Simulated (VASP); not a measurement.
Set up this calculation in VASP 6.6.1, as the native input.

```
Task                   : relaxation of cell and atoms
Functional             : PBEsol
Potentials or basis    : VASP PAW PBE potentials, release 64 (Be)
Cutoff                 : 600 eV
k mesh                 : 21 × 21 × 12
Occupations            : gaussian, width 0.1 eV
Spin                   : no spin polarisation
Dipole correction      : no
Further INCAR settings : ALGO = Normal; EDIFF = 1e-07; IBRION = 2; EDIFFG = -0.005; NSW = 70; ISIF = 3
```

The structure of Be lies in POSCAR:

```
Be
1.0
    2.2142215394      0.0000000000      0.0000000000
   -1.1071107697      1.9175721027      0.0000000000
    0.0000000000      0.0000000000      3.5000027207
Be
2
Direct
    0.3333333333      0.6666666667      0.2500000000
    0.6666666667      0.3333333333      0.7500000000
```

One way to write it, as run:

INCAR

```
PREC     = Accurate       # precision mode
ENCUT    = 600            # plane-wave cutoff, eV
EDIFF    = 1E-7           # SCF threshold, eV
ISMEAR   = 0              # smearing method
SIGMA    = 0.1            # smearing width, eV
LREAL    = False          # projectors in reciprocal space
LASPH    = True           # aspherical terms in the spheres
NELM     = 120            # most SCF steps
ALGO     = Normal         # electronic algorithm
ISIF     = 3              # what is computed and relaxed
LWAVE    = False          # write WAVECAR
LCHARG   = False          # write CHGCAR
GGA      = PS             # functional
IBRION   = 2              # ionic algorithm
NSW      = 70             # ionic steps
EDIFFG   = -0.005         # ionic threshold
GGA_COMPAT= False        
NELMIN   = 4
```

KPOINTS

```
regular mesh
0
Gamma
  21 21 12
```

Potentials or basis: VASP PAW PBE potentials, release 64 (Be).

Command:

```sh
$ cat potpaw_PBE.64/Be/POTCAR > POTCAR
$ mpirun -np 1 vasp_std > vasp.out
```

It gave:

* Relaxed volume: 7.86 Å³/atom
* Relaxed cell: a = 2.257 Å, b = 2.257 Å, c = 3.562 Å, α = 90.00°, β = 90.00°, γ = 120.00°
* Space group after relaxing (to 0.05 Å): P6_3/mmc (No. 194)
* Energy gained by relaxing: 9.7 meV/atom
* Ionic steps: 7
* Pressure after relaxing: 0.0 GPa
* Band gap on the k mesh: zero (band 2 reaches 8.05 eV, above the bottom of band 3 at 5.96 eV)

Caveat: the PAW data sets were made with another functional, which shifts forces and pressure a little.

Run time: 2 min on 1 thread of Intel(R) Xeon(R) Platinum 8259CL CPU @ 2.50GHz (Skylake/Cascade Lake) (shared host), peak memory 0.15 GiB.
